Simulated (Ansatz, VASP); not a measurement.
**One calculation of BaTiO3, two programs**

```
Ba Ti O
1.0
     3.99980    0.08000    0.00000
     0.08000    3.99980    0.00000
     0.00000    0.00000    4.01800
Ba Ti O
1 1 3
Direct
  0.00000 0.00000 0.00000
  0.50000 0.50000 0.49000
  0.00000 0.50000 0.51700
  0.50000 0.00000 0.51700
  0.50000 0.50000 0.01900
```

Alike in both runs: task single point; functional PBE; k mesh 5 × 5 × 5; occupations fermi-dirac, width 0.05 eV; no spin polarisation.

|  | VASP | Ansatz |
| --- | --- | --- |
| version | VASP 6.6.1 | Ansatz 0.2.0 |
| potentials or method | VASP PAW PBE potentials, release 64 (Ba_sv, Ti_sv, O_h) | Ansatz PAW |
| plane-wave cutoff (eV) | 910 | 420 |
| valence electrons in the cell | 40 | 40 |

```csv
,VASP,Ansatz,Ansatz less VASP
gap on the k mesh at the Fermi level (eV),1.89,1.93,+0.035
least direct gap on the mesh (eV),1.91,1.93,+0.024
rms of the force components (eV/Å),0.097,0.099,+0.0021
```

Atom by atom the forces differ by 0.012 eV/Å (rms over components).

Spin-orbit coupling is off throughout. Noted on VASP's run: the cutoff is short for stress, so the pressure is rough. Noted on Ansatz's run: odd divisions of the mesh miss points on the zone boundary, where band edges often lie, so the gap on the mesh can be too wide.
